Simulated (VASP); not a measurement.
**IrRu5: relaxation of cell and atoms with PBE**

The system is IrRu5.

```
Ru Ir
1.0
     2.70645    0.00000    0.00000
    -1.35323    2.34386    0.00000
     0.00000    0.00000   12.77974
Ru Ir
5 1
Direct
  0.33333 0.66667 0.83333
  0.33333 0.66667 0.16667
  0.33333 0.66667 0.50000
  0.66667 0.33333 0.33333
  0.66667 0.33333 0.66667
  0.66667 0.33333 0.00000
```

```json
{
 "Program": "VASP 6.6.1",
 "Task": "relaxation of cell and atoms",
 "Functional": "PBE",
 "Potentials or basis": "VASP PAW PBE potentials, release 64 (Ru_pv, Ir)",
 "Cutoff": "600 eV",
 "k mesh": "6 × 6 × 2",
 "Occupations": "gaussian, width 0.1 eV",
 "Spin": "no spin polarisation",
 "Dipole correction": "no",
 "Further INCAR settings": "ALGO = Normal; EDIFF = 1e-07; IBRION = 2; EDIFFG = -0.04; NSW = 90; ISIF = 3"
}
```

| Property | Result |
| --- | --- |
| Relaxed volume | 13.92 Å³/atom |
| Relaxed cell | a = 2.747 Å, b = 2.747 Å, c = 12.785 Å, α = 90.00°, β = 90.00°, γ = 120.00° |
| Space group after relaxing (to 0.1 Å) | P-6m2 (No. 187) |
| Energy gained by relaxing | 19.0 meV/atom |
| Ionic steps | 9 |
| Pressure after relaxing | 0.1 GPa |
| Largest force after relaxing | 0.031 eV/Å |
| Band gap on the k mesh | zero (an odd number of electrons rules out a gap without spin polarisation) |

Forces in eV/Å, atoms in the order of the input:
```
Ru   0.000  0.000 -0.001
Ru   0.000  0.000  0.001
Ru   0.000  0.000  0.000
Ru   0.000  0.000  0.031
Ru   0.000  0.000 -0.031
Ir   0.000  0.000  0.000
```

Stress tensor (GPa, compression positive):
```
0.08 0.00 0.00
0.00 0.08 0.00
0.00 0.00 0.00
```

Step by step:
```csv
step,energy change (eV),largest force (eV/Å),pressure (GPa),volume (Å³)
1,0.0000,0.6509,10.37,81.07
2,0.5467,0.0186,-23.41,91.76
3,-0.0971,0.4096,-1.29,83.89
4,-0.0973,0.4172,-0.91,83.79
5,-0.1100,0.0884,0.39,83.50
6,-0.1114,0.1571,0.04,83.57
7,-0.1135,0.0744,-0.02,83.57
8,-0.1136,0.0798,-0.03,83.57
9,-0.1139,0.0309,0.05,83.54
```

Final structure:
```yaml
crystal:
  lattice:
    - [2.74693, 0.00000, 0.00000]
    - [-1.37347, 2.37891, 0.00000]
    - [0.00000, 0.00000, 12.78468]
  atoms:
    - { symbol: Ru, position: [0.33333, 0.66667, 0.83073] }
    - { symbol: Ru, position: [0.33333, 0.66667, 0.16927] }
    - { symbol: Ru, position: [0.33333, 0.66667, 0.50000] }
    - { symbol: Ru, position: [0.66667, 0.33333, 0.33333] }
    - { symbol: Ru, position: [0.66667, 0.33333, 0.66667] }
    - { symbol: Ir, position: [0.66667, 0.33333, 0.00000] }
```

Levels at points of the mesh, in eV from the Fermi level:
```tsv
k point	band 35	band 36	band 37	band 38	band 39	band 40	band 41	band 42	band 43	band 44
(0.00, 0.00, 0.00)	-2.14	-2.14	-1.90	-1.90	-1.88	-1.68	-0.62	-0.62	-0.58	-0.58
(0.50, 0.00, 0.00)	-0.31	-0.08	0.89	1.12	1.17	1.18	1.25	1.30	1.37	1.45
(0.00, 0.00, 0.50)	-2.45	-2.25	-2.25	-1.53	-1.53	-1.34	-1.34	-0.14	0.14	0.14
(0.50, 0.00, 0.50)	-0.51	-0.02	0.08	0.78	0.82	1.15	1.20	1.30	1.33	1.39
```

It took 13 min on 1 thread of Intel(R) Xeon(R) 6975P-C (Granite Rapids), with other jobs on the host, peak memory 0.27 GiB.

Caveat: the k points lie up to 0.44 Å⁻¹ apart in the final cell, too coarse for converged energies and pressures of a metal; spin-orbit coupling is left out, which moves the levels of the heavy elements.
